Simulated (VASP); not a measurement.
# AlN (I-4m2) in VASP: a series of runs, part 2 of 2

VASP 6.6.1.

## Step 3: Dielectric tensor, r2SCAN (uniaxial z strain +3.0%)

Contents of INCAR:

```
PREC = Accurate ; ENCUT = 520
EDIFF = 1E-8 ; ISMEAR = 0
SIGMA = 0.01 ; LREAL = F
LASPH = T ; NELM = 100
ALGO = Normal ; ISIF = 2
LWAVE = F ; LCHARG = F
METAGGA = R2SCAN ; LMIXTAU = T
LCALCEPS = T
```

Contents of KPOINTS:

```
Automatic mesh
0
Gamma
  8 8 8
```

Contents of POSCAR:

```
AlN
1.0
    0.0000000000      2.1848764125      2.2504227048
    2.1848764125      0.0000000000      2.2504227048
    2.1848764125      2.1848764125      0.0000000000
Al N
1 1
Direct
    0.0000000000      0.0000000000      0.0000000000
    0.2500000000      0.2500000000      0.2500000000
```

Potentials or basis: VASP PAW PBE potentials, release 64 (Al, N).

Started as:

```bash
$ cat potpaw_PBE.64/Al/POTCAR potpaw_PBE.64/N/POTCAR > POTCAR
$ mpirun -np 1 vasp_std > vasp.out
```

OUTCAR:

```text
PREC = Accurate
   ENCUT = 520
   EDIFF = 1E-8
   ISMEAR = 0
   LREAL = F
   LASPH = T
   NELM = 100
   ISIF = 2
   METAGGA = R2SCAN

 ion  position               nearest neighbor table
   1  0.000  0.000  0.000-   2 1.91   2 1.91   2 1.91   2 1.91
   2  0.250  0.250  0.250-   1 1.91   1 1.91   1 1.91   1 1.91

  LATTYP: Found a body centered tetragonal cell.
 ALAT       =     3.0898818547
 C/A-ratio  =     1.4566399692

  Lattice vectors:

 A1 = (  -2.1848764125,   0.0000000000,   2.2504227048)
 A2 = (   2.1848764125,   0.0000000000,   2.2504227048)
 A3 = (   0.0000000000,   2.1848764125,  -2.2504227048)

Analysis of symmetry for initial positions (statically):
=====================================================================
 Subroutine PRICEL returns:
 Original cell was already a primitive cell.

 Routine SETGRP: Setting up the symmetry group for a
 body centered tetragonal supercell.

 Subroutine GETGRP returns: Found  8 space group operations
 (whereof  8 operations were pure point group operations)
 out of a pool of 16 trial point group operations.

The static configuration has the point symmetry D_2d.

Analysis of symmetry for dynamics (positions and initial velocities):
=====================================================================
 Subroutine PRICEL returns:
 Original cell was already a primitive cell.

 Routine SETGRP: Setting up the symmetry group for a
 body centered tetragonal supercell.

 Subroutine GETGRP returns: Found  8 space group operations
 (whereof  8 operations were pure point group operations)
 out of a pool of 16 trial point group operations.

The dynamic configuration has the point symmetry D_2d.
[... 409 lines left out ...]
  band No.  band energies     occupation
      1      -8.6767      2.00000
      2       1.0165      2.00000
      3       4.5483      2.00000
      4       4.7055      2.00000
      5   10000.0000      0.00000
      6   10000.0000      0.00000
      7   10000.0000      0.00000
      8   10000.0000      0.00000

 [... further k-points ...]

------------------------ aborting loop because EDIFF is reached ----------------------------------------

            Ionic dipole moment: p[ion]=(     5.46219     5.46219     5.62606 ) |e| Angst

 Total electronic dipole moment: p[elc]=(     0.00036     0.00036     0.00428 ) |e| Angst

 MACROSCOPIC STATIC DIELECTRIC TENSOR (including local field effects)
 ------------------------------------------------------
           4.297384    -0.000000    -0.000000
           0.000000     4.297384    -0.000000
           0.000000     0.000000     4.292422
 ------------------------------------------------------

 PIEZOELECTRIC TENSOR (including local field effects) (e Angst)
          XX          YY          ZZ          XY          YZ          ZX
  --------------------------------------------------------------------------------
  x     0.00000    -0.00000    -0.00000    -0.00000    -0.81169     0.00000
  y    -0.00000     0.00000    -0.00000     0.00000     0.00000    -0.81169
  z     0.00000     0.00000     0.00000    -0.81188     0.00000     0.00000

 PIEZOELECTRIC TENSOR (including local field effects) (C/m^2)
          XX          YY          ZZ          XY          YZ          ZX
  --------------------------------------------------------------------------------
  x     0.00000    -0.00000    -0.00000    -0.00000    -0.60528     0.00000
  y    -0.00000     0.00000    -0.00000     0.00000     0.00000    -0.60528
  z     0.00000     0.00000     0.00000    -0.60542     0.00000     0.00000

 BORN EFFECTIVE CHARGES (including local field effects) (in |e|, cummulative output)
 ---------------------------------------------------------------------------------
 ion    1
    1     2.51901    -0.00000    -0.00000
    2     0.00000     2.51901     0.00000
    3     0.00000     0.00000     2.53967
 ion    2
    1    -2.51901    -0.00000     0.00000
    2     0.00000    -2.51901     0.00000
    3     0.00000     0.00000    -2.53967

  FORCE on cell =-STRESS in cart. coord.  units (eV):
  Direction    XX          YY          ZZ          XY          YZ          ZX
  --------------------------------------------------------------------------------------
  -------------------------------------------------------------------------------------
  Total       -0.6343345     -0.6343345     -1.2779405      0.0000000      0.0000000      0.0000000
  in kB      -47.3021714    -47.3021714    -95.2957146      0.0000000      0.0000000      0.0000000
  external PRESSURE =     -63.3000191 kB  Pullay stress =       0.0000000 kB

 VOLUME and BASIS-vectors are now :
 -----------------------------------------------------------------------------
  energy-cutoff  :      520.00
  volume of cell :       21.49
      direct lattice vectors                 reciprocal lattice vectors
     0.000000000  2.184876412  2.250422705    -0.228845896  0.228845896  0.222180481
     2.184876412  0.000000000  2.250422705     0.228845896 -0.228845896  0.222180481
     2.184876412  2.184876412  0.000000000     0.228845896  0.228845896 -0.222180481

 POSITION                                       TOTAL-FORCE (eV/Angst)
 -----------------------------------------------------------------------------------
      0.00000      0.00000      0.00000         0.000000      0.000000     -0.000000
      1.09244      1.09244      1.12521        -0.000000     -0.000000      0.000000
 -----------------------------------------------------------------------------------
    total drift:                                0.000001      0.000001     -0.000001

  FREE ENERGIE OF THE ION-ELECTRON SYSTEM (eV)
  ---------------------------------------------------
  free  energy   TOTEN  =       -19.1608416678 eV

  energy  without entropy=      -19.1608416678  energy(sigma->0) =      -19.16084167
```

stdout:

```text
POSCAR found type information on POSCAR AlN
 POSCAR found :  2 types and       2 ions
 scaLAPACK will be used
 -----------------------------------------------------------------------------
|                                                                             |
[... 92 lines left out ...]
dp_tot=(  0.875E-07  0.624E-07  0.391E-02 )  diag[e(oo)]=(    ---      ---    4.29258 )
 p_tot=(  0.546E+01  0.546E+01  0.563E+01 )
dp_tot=(  0.838E-07  0.587E-07  0.391E-02 )  diag[e(oo)]=(    ---      ---    4.29033 )
 p_tot=(  0.546E+01  0.546E+01  0.563E+01 )
dp_tot=(  0.807E-07  0.556E-07  0.391E-02 )  diag[e(oo)]=(    ---      ---    4.29261 )
 final diagonalization full
 p_tot=(  0.546E+01  0.546E+01  0.563E+01 )
dp_tot=(  0.789E-07  0.538E-07  0.391E-02 )  diag[e(oo)]=(    ---      ---    4.29242 )
```

It took 14 min on 1 thread of Intel Xeon Platinum 8259CL at 2.50GHz (Skylake/Cascade Lake), shared host; peak memory 0.3 GiB.

Results:

| Quantity | Value |
| --- | --- |
| Band gap on the k mesh | 3.82 eV (least direct gap 4.56 eV) |
| Electronic dielectric tensor (diagonal) | 4.30, 4.30, 4.29 |
| Born charges (mean of the diagonal) | Al +2.53; N -2.53 e |

Electronic dielectric tensor:
```
4.30 0.00 0.00
0.00 4.30 0.00
0.00 0.00 4.29
```

Born effective charge tensors (e):
atom 1, Al
```
2.52 0.00 0.00
0.00 2.52 0.00
0.00 0.00 2.54
```
atom 2, N
```
-2.52  0.00  0.00
 0.00 -2.52  0.00
 0.00  0.00 -2.54
```

Dipole moments of the cell (e·Å, modulo the quantum): ionic 5.462, 5.462, 5.626; electronic 0.000, 0.000, 0.004

Caveat: the cell differs from its parent crystal (uniaxial z strain +3.0%); the PAW data sets were made with another functional, which shifts forces and pressure a little. A k mesh can miss the band edges.

## Step 4: Dielectric tensor, r2SCAN (uniaxial z strain +4.0%)

Contents of INCAR:

```
SYSTEM = AlN
PREC = Accurate
ENCUT = 520
EDIFF = 1E-8
ISMEAR = 0
SIGMA = 0.01
LREAL = .FALSE.
LASPH = .TRUE.
NELM = 80
ALGO = Normal
ISIF = 2
LWAVE = .FALSE.
LCHARG = .FALSE.
METAGGA = R2SCAN
LMIXTAU = .TRUE.
LCALCEPS = .TRUE.
```

Contents of KPOINTS:

```
Automatic mesh
0
G
  8 8 8
  0 0 0
```

Contents of POSCAR:

```
AlN
1.0
    0.0000000000      2.1848764125      2.2722714690
    2.1848764125      0.0000000000      2.2722714690
    2.1848764125      2.1848764125      0.0000000000
Al N
1 1
Direct
    0.0000000000      0.0000000000      0.0000000000
    0.2500000000      0.2500000000      0.2500000000
```

Potentials or basis: VASP PAW PBE potentials, release 64 (Al, N).

Started as:

```bash
$ cat potpaw_PBE.64/Al/POTCAR potpaw_PBE.64/N/POTCAR > POTCAR
$ mpirun -np 1 vasp_std > vasp.out
```

OUTCAR:

```text
SYSTEM = AlN
   PREC = Accurate
   ENCUT = 520
   EDIFF = 1E-8
   ISMEAR = 0
   LREAL = .FALSE.
   LASPH = .TRUE.
   NELM = 80
   ISIF = 2
   METAGGA = R2SCAN

 ion  position               nearest neighbor table
   1  0.000  0.000  0.000-   2 1.92   2 1.92   2 1.92   2 1.92
   2  0.250  0.250  0.250-   1 1.92   1 1.92   1 1.92   1 1.92

  LATTYP: Found a body centered tetragonal cell.
 ALAT       =     3.0898818547
 C/A-ratio  =     1.4707821049

  Lattice vectors:

 A1 = (  -2.1848764125,   0.0000000000,   2.2722714690)
 A2 = (   2.1848764125,   0.0000000000,   2.2722714690)
 A3 = (   0.0000000000,   2.1848764125,  -2.2722714690)

Analysis of symmetry for initial positions (statically):
=====================================================================
 Subroutine PRICEL returns:
 Original cell was already a primitive cell.

 Routine SETGRP: Setting up the symmetry group for a
 body centered tetragonal supercell.

 Subroutine GETGRP returns: Found  8 space group operations
 (whereof  8 operations were pure point group operations)
 out of a pool of 16 trial point group operations.

The static configuration has the point symmetry D_2d.

Analysis of symmetry for dynamics (positions and initial velocities):
=====================================================================
 Subroutine PRICEL returns:
 Original cell was already a primitive cell.

 Routine SETGRP: Setting up the symmetry group for a
 body centered tetragonal supercell.

 Subroutine GETGRP returns: Found  8 space group operations
 (whereof  8 operations were pure point group operations)
 out of a pool of 16 trial point group operations.

The dynamic configuration has the point symmetry D_2d.
[... 410 lines left out ...]
      1      -8.7230      2.00000
      2       0.9533      2.00000
      3       4.4350      2.00000
      4       4.6497      2.00000
      5   10000.0000      0.00000
      6   10000.0000      0.00000
      7   10000.0000      0.00000
      8   10000.0000      0.00000

 [... further k-points ...]

------------------------ aborting loop because EDIFF is reached ----------------------------------------

            Ionic dipole moment: p[ion]=(     5.46219     5.46219     5.68068 ) |e| Angst

 Total electronic dipole moment: p[elc]=(     0.00043     0.00043     0.00442 ) |e| Angst

 MACROSCOPIC STATIC DIELECTRIC TENSOR (including local field effects)
 ------------------------------------------------------
           4.317034    -0.000000     0.000000
          -0.000000     4.317034     0.000000
           0.000000     0.000000     4.314676
 ------------------------------------------------------

 PIEZOELECTRIC TENSOR (including local field effects) (e Angst)
          XX          YY          ZZ          XY          YZ          ZX
  --------------------------------------------------------------------------------
  x     0.00000     0.00000     0.00000     0.00000    -0.82370     0.00000
  y     0.00000     0.00000     0.00000     0.00000     0.00000    -0.82370
  z     0.00000     0.00000     0.00000    -0.82357     0.00000     0.00000

 PIEZOELECTRIC TENSOR (including local field effects) (C/m^2)
          XX          YY          ZZ          XY          YZ          ZX
  --------------------------------------------------------------------------------
  x     0.00000     0.00000     0.00000     0.00000    -0.60832     0.00000
  y     0.00000     0.00000     0.00000     0.00000     0.00000    -0.60832
  z     0.00000     0.00000     0.00000    -0.60823     0.00000     0.00000

 BORN EFFECTIVE CHARGES (including local field effects) (in |e|, cummulative output)
 ---------------------------------------------------------------------------------
 ion    1
    1     2.51946     0.00000     0.00000
    2     0.00000     2.51946     0.00000
    3     0.00000     0.00000     2.54880
 ion    2
    1    -2.51946    -0.00000     0.00000
    2    -0.00000    -2.51946     0.00000
    3     0.00000     0.00000    -2.54880

  FORCE on cell =-STRESS in cart. coord.  units (eV):
  Direction    XX          YY          ZZ          XY          YZ          ZX
  --------------------------------------------------------------------------------------
  -------------------------------------------------------------------------------------
  Total       -0.8071417     -0.8071417     -1.6960722      0.0000000     -0.0000000      0.0000000
  in kB      -59.6096280    -59.6096280   -125.2595802      0.0000000     -0.0000000      0.0000000
  external PRESSURE =     -81.4929454 kB  Pullay stress =       0.0000000 kB

 VOLUME and BASIS-vectors are now :
 -----------------------------------------------------------------------------
  energy-cutoff  :      520.00
  volume of cell :       21.69
      direct lattice vectors                 reciprocal lattice vectors
     0.000000000  2.184876412  2.272271469    -0.228845896  0.228845896  0.220044131
     2.184876412  0.000000000  2.272271469     0.228845896 -0.228845896  0.220044131
     2.184876412  2.184876412  0.000000000     0.228845896  0.228845896 -0.220044131

 POSITION                                       TOTAL-FORCE (eV/Angst)
 -----------------------------------------------------------------------------------
      0.00000      0.00000      0.00000        -0.000000     -0.000000      0.000000
      1.09244      1.09244      1.13614         0.000000      0.000000     -0.000000
 -----------------------------------------------------------------------------------
    total drift:                                0.000002      0.000002     -0.000001

  FREE ENERGIE OF THE ION-ELECTRON SYSTEM (eV)
  ---------------------------------------------------
  free  energy   TOTEN  =       -19.1466768044 eV

  energy  without entropy=      -19.1466768044  energy(sigma->0) =      -19.14667680
```

Run time: 14 min. Hardware: 1 thread of Intel Xeon Platinum 8259CL at 2.50GHz (Skylake/Cascade Lake), shared host; peak memory 0.3 GiB.

Results:

| Item | Value |
| --- | --- |
| Band gap on the k mesh | 3.79 eV (least direct gap 4.45 eV) |
| Electronic dielectric tensor (diagonal) | 4.32, 4.32, 4.31 |
| Born charges (mean of the diagonal) | Al +2.53; N -2.53 e |

Levels at points of the mesh, in eV from the valence-band top:
```
           k point  band 2  band 3  band 4  band 5  band 6  band 7
(0.00, 0.00, 0.00)   -0.18    0.00    0.00    4.45   13.03   13.03
(0.50, 0.00, 0.00)   -5.79   -0.72   -0.37    7.70   10.47   11.36
(0.50, 0.50, 0.00)   -5.14   -1.61   -1.61    3.97    9.57   14.09
(0.50, 0.00, 0.50)   -4.77   -1.94   -1.92    3.79    8.95   14.79
```

Electronic dielectric tensor:
```
4.32 0.00 0.00
0.00 4.32 0.00
0.00 0.00 4.31
```

Born effective charge tensors (e):
atom 1, Al
```
2.52 0.00 0.00
0.00 2.52 0.00
0.00 0.00 2.55
```
atom 2, N
```
-2.52  0.00  0.00
 0.00 -2.52  0.00
 0.00  0.00 -2.55
```

Dipole moments of the cell (e·Å, modulo the quantum): ionic 5.462, 5.462, 5.681; electronic 0.000, 0.000, 0.004

Caveat: the cell differs from its parent crystal (uniaxial z strain +4.0%); the PAW data sets were made with another functional, which shifts forces and pressure a little. A k mesh can miss the band edges.

## Step 5: The runs side by side

```tsv
cell	gap on the mesh (eV)
a = 3.121, b = 3.121, c = 3.090 Å, angles 60.3, 60.3, 59.3°, 2 atoms	3.86
a = 3.137, b = 3.137, c = 3.090 Å, angles 60.5, 60.5, 59.0°, 2 atoms	3.82
a = 3.152, b = 3.152, c = 3.090 Å, angles 60.7, 60.7, 58.7°, 2 atoms	3.79
```

Alike in all rows: task dielectric tensor; level r2SCAN; potentials or basis VASP PAW PBE potentials, release 64 (Al, N); no spin polarisation; k mesh 8 × 8 × 8; cutoff (eV) 520; smearing gaussian 0.01 eV.

Caveats: the PAW data sets were made with another functional, which shifts forces and pressure a little.

Total energies depend on the potentials used, so only differences within one code and one set of settings carry meaning.
